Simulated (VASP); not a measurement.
# GaAs (F-43m) in VASP: a series of runs

The runs below take GaAs through single point, relaxation of cell and atoms, with LDA.

Everything below comes from runs of VASP 6.6.1. Logs are shortened: lines on timing, memory, paths and dates and some standing lists are left out, and cuts for length are marked.

### 1 The cell of the first run

The structure is cubic, space group F-43m (No. 216). Conventional cell: a = 5.603 Å, b = 5.603 Å, c = 5.603 Å, α = 90.00°, β = 90.00°, γ = 90.00°. Within 3.2 Å of Ga (site symmetry -43m) lie 4 As at 2.43 Å. As (site symmetry -43m) has 4 Ga at 2.43 Å within 3.2 Å.

### 2 Single point, LDA

INCAR

```
SYSTEM = GaAs
  PREC = Accurate
  ENCUT = 520
  EDIFF = 1E-7
  ISMEAR = 0
  SIGMA = 0.1
  LREAL = .FALSE.
  LASPH = .TRUE.
  NELM = 80
  ALGO = Normal
  ISIF = 2
  LWAVE = .FALSE.
  LCHARG = .TRUE.
  GGA = CA
  LELF = .TRUE.
  LVHAR = .TRUE.
  NBANDS = 16
```

KPOINTS

```
regular mesh
0
G
  10 10 10
  0 0 0
```

POSCAR

```
GaAs
1.0
    0.0000000000      2.8015378761      2.8015378761
    2.8015378761      0.0000000000      2.8015378761
    2.8015378761      2.8015378761      0.0000000000
Ga As
1 1
Direct
    0.0000000000      0.0000000000      0.0000000000
    0.7500000000      0.7500000000      0.7500000000
```

Potentials or basis: VASP PAW LDA potentials, release 64 (Ga_d, As).

Command:

```console
cat potpaw_LDA.64/Ga_d/POTCAR potpaw_LDA.64/As/POTCAR > POTCAR
mpirun -np 1 vasp_std > vasp.out
```

OUTCAR:

```text
SYSTEM = GaAs
   PREC = Accurate
   ENCUT = 520
   EDIFF = 1E-7
   ISMEAR = 0
   LREAL = .FALSE.
   LASPH = .TRUE.
   NELM = 80
   ISIF = 2
   GGA = CA

 ion  position               nearest neighbor table
   1  0.000  0.000  0.000-   2 2.43   2 2.43   2 2.43   2 2.43
   2  0.750  0.750  0.750-   1 2.43   1 2.43   1 2.43   1 2.43

  LATTYP: Found a face centered cubic cell.
 ALAT       =     5.6030757522

  Lattice vectors:

 A1 = (   0.0000000000,   2.8015378761,   2.8015378761)
 A2 = (   2.8015378761,   0.0000000000,   2.8015378761)
 A3 = (   2.8015378761,   2.8015378761,   0.0000000000)

Analysis of symmetry for initial positions (statically):
=====================================================================
 Subroutine PRICEL returns:
 Original cell was already a primitive cell.

 Routine SETGRP: Setting up the symmetry group for a
 face centered cubic supercell.

 Subroutine GETGRP returns: Found 24 space group operations
 (whereof 24 operations were pure point group operations)
 out of a pool of 48 trial point group operations.

The static configuration has the point symmetry T_d .

Analysis of symmetry for dynamics (positions and initial velocities):
=====================================================================
 Subroutine PRICEL returns:
 Original cell was already a primitive cell.

 Routine SETGRP: Setting up the symmetry group for a
 face centered cubic supercell.

 Subroutine GETGRP returns: Found 24 space group operations
 (whereof 24 operations were pure point group operations)
 out of a pool of 48 trial point group operations.

The dynamic configuration has the point symmetry T_d .

 Subroutine INISYM returns: Found 24 space group operations
 (whereof 24 operations are pure point group operations),
 and found     1 'primitive' translations

----------------------------------------------------------------------------------------

                                     Primitive cell

  volume of cell :      43.9764

  direct lattice vectors                    reciprocal lattice vectors
     0.000000000  2.801537876  2.801537876    -0.178473404  0.178473404  0.178473404
     2.801537876  0.000000000  2.801537876     0.178473404 -0.178473404  0.178473404
     2.801537876  2.801537876  0.000000000     0.178473404  0.178473404 -0.178473404

  length of vectors
     3.961972860  3.961972860  3.961972860     0.309125003  0.309125003  0.309125003

  position of ions in fractional coordinates (direct lattice)
     0.000000000  0.000000000  0.000000000
     0.750000000  0.750000000  0.750000000

  ion indices of the primitive-cell ions
   primitive index   ion index
                 1           1
                 2           2

----------------------------------------------------------------------------------------

 KPOINTS: regular mesh

Automatic generation of k-mesh.
 Grid dimensions read from file:
 generate k-points for:   10   10   10

 Generating k-lattice:

  Cartesian coordinates                     Fractional coordinates (reciprocal lattice)
    -0.017847340  0.017847340  0.017847340     0.100000000  0.000000000  0.000000000
     0.017847340 -0.017847340  0.017847340     0.000000000  0.100000000  0.000000000
     0.017847340  0.017847340 -0.017847340     0.000000000  0.000000000  0.100000000

  Length of vectors
     0.030912500  0.030912500  0.030912500

  Shift w.r.t. Gamma in fractional coordinates (k-lattice)
     0.000000000  0.000000000  0.000000000

 Subroutine IBZKPT returns following result:
 ===========================================

 Found     47 irreducible k-points:

 Following reciprocal coordinates:
            Coordinates               Weight
  0.000000  0.000000  0.000000      1.000000
  0.100000  0.000000  0.000000      8.000000
  0.200000  0.000000  0.000000      8.000000
  0.300000  0.000000  0.000000      8.000000
  0.400000  0.000000  0.000000      8.000000
  0.500000  0.000000  0.000000      4.000000
[... 16 lines left out ...]
  0.300000  0.300000  0.000000      6.000000
  0.400000  0.300000  0.000000     24.000000
 [... further k-points ...]
   k-points           NKPTS =     47   k-points in BZ     NKDIM =     47   number of bands    NBANDS=     16
   number of dos      NEDOS =    301   number of ions     NIONS =      2
   total plane-waves  NPLWV =  27000
   dimension x,y,z NGX =    30 NGY =   30 NGZ =   30
   dimension x,y,z NGXF=    60 NGYF=   60 NGZF=   60
   ions per type =               1   1
   NGX,Y,Z   is equivalent  to a cutoff of  12.59, 12.59, 12.59 a.u.
   NGXF,Y,Z  is equivalent  to a cutoff of  25.18, 25.18, 25.18 a.u.
 SYSTEM =  GaAs
   PREC   = accura    normal or accurate (medium, high low for compatibility)
   ISTART =      0    job   : 0-new  1-cont  2-samecut
   ICHARG =      2    charge: 1-file 2-atom 10-const
   ISPIN  =      1    spin polarized calculation?
   LNONCOLLINEAR =      F non collinear calculations
   LSORBIT =      F    spin-orbit coupling
   LASPH  =      T    aspherical Exc in radial PAW
   ENCUT  =  520.0 eV  38.22 Ry    6.18 a.u.   7.37  7.37  7.37*2*pi/ulx,y,z
   NELM   =     80;   NELMIN=  2; NELMDL= -5     # of ELM steps
   EDIFF  = 0.1E-06   stopping-criterion for ELM
   LREAL  =      F    real-space projection
   EDIFFG = 0.1E-05   stopping-criterion for IOM
   NSW    =      0    number of steps for IOM
   IBRION =     -1    ionic relax: 0-MD 1-quasi-New 2-CG
   NFREE  =      0    steps in history (QN), initial steepest desc. (CG)
   ISIF   =      2    stress and relaxation
   ISYM   =      2    0-nonsym 1-usesym 2-fastsym
   POTIM  = 0.5000    time-step for ionic-motion
   TEBEG  =    0.0;   TEEND  =   0.0 temperature during run
   PSTRESS=    0.0 pullay stress
   NELECT =      18.0000    total number of electrons
   NUPDOWN=      -1.0000    fix difference up-down
   EMIN   =  10.00;   EMAX   =-10.00  energy-range for DOS
   EFERMI =   0.00;   METHOD = LEGACY
   ISMEAR =     0;   SIGMA  =   0.10  broadening in eV -4-tet -1-fermi 0-gaus
   EFERMI_NEDOS =   21; number of points for ismear=-14 and -15
   IALGO  =     38    algorithm
   IMIX   =      4    mixing-type and parameters
     AMIX     =   0.40;   BMIX     =  1.00
     AMIX_MAG =   1.60;   BMIX_MAG =  1.00
  volume/ion in A,a.u.               =      21.99       148.38
  Fermi-wavevector in a.u.,A,eV,Ry     =   1.215512  2.296984 20.102184  1.477469
  Thomas-Fermi vector in A             =   2.350896
   LORBIT       =      0    0 simple, 1 ext, 2 COOP (PROOUT), +10 PAW based schemes
   GGA     = CA    functional components
   LHFCALC =     F    Hartree Fock is set to
   AEXX    =    0.0000 exact exchange contribution
   IVDW    =     0    specifies the selected vdW correction
   LEPSILON=     F    determine dielectric tensor
   LRPA    =     F    only Hartree local field effects (RPA)
 non-spin polarized calculation
 Gauss-broadening in eV      SIGMA  =   0.10
  energy-cutoff  :      520.00
  volume of cell :       43.98
 maximum number of plane-waves:      1243
 NGX is ok and might be reduce to    30
   NGX = 15   NGY = 15   NGZ = 15

 number of electron      18.0000013 magnetization

 Free energy of the ion-electron system (eV)
  ---------------------------------------------------
  ext. energy  EPLUGINS =         0.00000000
  ---------------------------------------------------
  free energy    TOTEN  =        -9.64100893 eV

  energy without entropy =       -9.64100878  energy(sigma->0) =       -9.64100885

 E-fermi :   4.3396     XC(G=0): -10.0319

 val. band max:        4.0617553849   @ k =   0.0000   0.0000   0.0000
 cond. band min:       4.5982133400   @ k =   0.0000   0.0000   0.0000
 fundamental gap:      0.5364579551
 Fermi energy:         4.3396231622

 k-point     1 :       0.0000    0.0000    0.0000
  band No.  band energies     occupation
      1     -10.9172      2.00000
      2     -10.9172      2.00000
      3     -10.9172      2.00000
      4     -10.8323      2.00000
      5     -10.8323      2.00000
      6      -8.8993      2.00000
[... 8 lines left out ...]
     15      14.3008      0.00000
     16      14.3008      0.00000

 k-point     2 :       0.1000    0.0000    0.0000
  band No.  band energies     occupation
      1     -10.9269      2.00000
      2     -10.9147      2.00000
      3     -10.9147      2.00000
      4     -10.8325      2.00000
      5     -10.8325      2.00000
      6      -8.7773      2.00000
[... 8 lines left out ...]
     15      13.5588      0.00000
     16      13.5588      0.00000

 k-point     3 :       0.2000    0.0000    0.0000
  band No.  band energies     occupation
      1     -10.9504      2.00000
      2     -10.9085      2.00000
      3     -10.9085      2.00000
      4     -10.8324      2.00000
      5     -10.8324      2.00000
      6      -8.4265      2.00000
[... 8 lines left out ...]
     15      13.0418      0.00000
     16      13.0418      0.00000

 k-point     4 :       0.3000    0.0000    0.0000
  band No.  band energies     occupation
      1     -10.9766      2.00000
      2     -10.9020      2.00000
      3     -10.9020      2.00000
      4     -10.8313      2.00000
      5     -10.8313      2.00000
      6      -7.8994      2.00000
[... 8 lines left out ...]
     15      13.4289      0.00000
     16      13.4289      0.00000
[... 324 lines left out ...]
 k-point    22 :      -0.2000    0.2000    0.0000
  band No.  band energies     occupation
      1     -10.9836      2.00000
      2     -10.8982      2.00000
      3     -10.8964      2.00000
      4     -10.8357      2.00000
      5     -10.8303      2.00000
      6      -7.7185      2.00000
[... 8 lines left out ...]
     15      14.6490      0.00000
     16      15.4471      0.00000

 k-point    23 :       0.3000    0.3000    0.0000
  band No.  band energies     occupation
      1     -11.0025      2.00000
      2     -10.8830      2.00000
      3     -10.8830      2.00000
      4     -10.8498      2.00000
      5     -10.8233      2.00000
      6      -7.5523      2.00000
[... 8 lines left out ...]
     15      15.7575      0.00000
     16      16.5177      0.00000

 k-point    24 :       0.4000    0.3000    0.0000
  band No.  band energies     occupation
      1     -11.0154      2.00000
      2     -10.8782      2.00000
      3     -10.8766      2.00000
      4     -10.8520      2.00000
      5     -10.8220      2.00000
      6      -7.0915      2.00000
[... 8 lines left out ...]
     15      16.4688      0.00000
     16      16.9356      0.00000

 [... further k-points ...]

------------------------ aborting loop because EDIFF is reached ----------------------------------------

  FORCE on cell =-STRESS in cart. coord.  units (eV):
  Direction    XX          YY          ZZ          XY          YZ          ZX
  --------------------------------------------------------------------------------------
  -------------------------------------------------------------------------------------
  Total        0.0873677      0.0873677      0.0873677      0.0000000      0.0000000     -0.0000000
  in kB        3.1830393      3.1830393      3.1830393      0.0000000      0.0000000     -0.0000000
  external PRESSURE =       3.1830393 kB  Pullay stress =       0.0000000 kB

 VOLUME and BASIS-vectors are now :
 -----------------------------------------------------------------------------
  energy-cutoff  :      520.00
  volume of cell :       43.98
      direct lattice vectors                 reciprocal lattice vectors
     0.000000000  2.801537876  2.801537876    -0.178473404  0.178473404  0.178473404
     2.801537876  0.000000000  2.801537876     0.178473404 -0.178473404  0.178473404
     2.801537876  2.801537876  0.000000000     0.178473404  0.178473404 -0.178473404

 POSITION                                       TOTAL-FORCE (eV/Angst)
 -----------------------------------------------------------------------------------
      0.00000      0.00000      0.00000        -0.000000     -0.000000     -0.000000
      4.20231      4.20231      4.20231         0.000000      0.000000      0.000000
 -----------------------------------------------------------------------------------
    total drift:                                0.000001      0.000001      0.000000

  FREE ENERGIE OF THE ION-ELECTRON SYSTEM (eV)
  ---------------------------------------------------
  free  energy   TOTEN  =        -9.6410089263 eV

  energy  without entropy=       -9.6410087809  energy(sigma->0) =       -9.64100885
```

It took 53 s on 1 thread of AMD EPYC 7R13, shared host; peak memory 0.14 GiB.

What came out:

```
Free energy            : -9.6410 eV
Pressure               : 0.3 GPa
Band gap on the k mesh : 0.54 eV
```

Caveat: semilocal functionals underestimate gaps, and a narrow one can read as zero.

### 3 Single point, LDA

INCAR

```
PREC = Accurate ; ENCUT = 520
EDIFF = 1E-7 ; ISMEAR = 0
SIGMA = 0.02 ; LREAL = False
LASPH = True ; NELM = 60
ALGO = Normal ; ISIF = 2
LWAVE = False ; LCHARG = True
LELF = True ; LVHAR = True
NBANDS = 16
```

KPOINTS

```
regular mesh
0
Gamma
  10 10 10
```

POSCAR is that of step 2.

Potentials or basis: VASP PAW LDA potentials, release 64 (Ga_d, As).

Command:

```console
cat potpaw_LDA.64/Ga_d/POTCAR potpaw_LDA.64/As/POTCAR > POTCAR
mpirun -np 1 vasp_std > vasp.out
```

It took 58 s on 1 thread of AMD EPYC 7R13, shared host; peak memory 0.14 GiB.

It converged, with:

```yaml
Free_energy: -9.6410 eV
Pressure: 0.3 GPa
Band_gap_on_the_k_mesh: 0.54 eV
```

Levels at points of the mesh, in eV from the valence-band top:
| k point | band 7 | band 8 | band 9 | band 10 | band 11 | band 12 |
| --- | --- | --- | --- | --- | --- | --- |
| (0.00, 0.00, 0.00) | 0.00 | 0.00 | 0.00 | 0.54 | 3.68 | 3.68 |
| (0.50, 0.00, 0.00) | -6.84 | -1.19 | -1.19 | 0.94 | 4.59 | 4.59 |
| (0.50, 0.50, 0.00) | -7.00 | -2.79 | -2.79 | 1.29 | 1.54 | 10.26 |

Caveat: semilocal functionals underestimate gaps, and a narrow one can read as zero. A k mesh can miss the band edges.

[end of part 1 of 2]
